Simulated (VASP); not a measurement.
## KI: single point with r2SCAN

Crystal: KI.

```xyz
2
Lattice="0.0000 3.6389 3.5443 3.6389 0.0000 3.5443 3.6389 3.6389 0.0000" Properties=species:S:1:pos:R:3 pbc="T T T"
K     0.0000    0.0000    0.0000
I     3.6389    3.6389    3.5443
```

This cell differs from its parent crystal: biaxial xy strain +2.7%.

- Program: VASP 6.6.1
- Task: single point
- Functional: r2SCAN
- Potentials or basis: VASP PAW PBE potentials, release 64 (K_sv, I)
- Cutoff: 520 eV
- k mesh: 6 × 6 × 6
- Occupations: gaussian, width 0.01 eV
- Spin: no spin polarisation

The pressure is -0.5 GPa and the band gap on the k mesh is 4.45 eV, direct.

Stress tensor (GPa, compression positive):
```
-0.73  0.00  0.00
 0.00 -0.73  0.00
 0.00  0.00 -0.16
```

Levels at points of the mesh, in eV from the valence-band top:
| k point | band 5 | band 6 | band 7 | band 8 | band 9 | band 10 | band 11 | band 12 |
| --- | --- | --- | --- | --- | --- | --- | --- | --- |
| (0.00, 0.00, 0.00) | -10.72 | 0.00 | 0.00 | 0.00 | 4.45 | 7.02 | 7.02 | 7.17 |
| (0.50, 0.00, 0.00) | -10.50 | -1.18 | -0.29 | -0.28 | 5.95 | 8.14 | 8.54 | 8.74 |
| (0.50, 0.50, 0.00) | -10.59 | -0.91 | -0.36 | -0.36 | 5.45 | 6.36 | 8.81 | 9.19 |
| (0.50, 0.00, 0.50) | -10.60 | -0.93 | -0.34 | -0.31 | 5.48 | 6.35 | 8.75 | 9.08 |

Wall time 3.1 min on 1 thread of Intel(R) Xeon(R) Platinum 8259CL CPU @ 2.50GHz (Skylake/Cascade Lake), on a shared host, peak memory 0.27 GiB.

Caveat: the cell differs from its parent crystal (biaxial xy strain +2.7%); the PAW data sets were made with another functional, which shifts forces and pressure a little; spin-orbit coupling is left out, which moves the levels of the heavy elements.
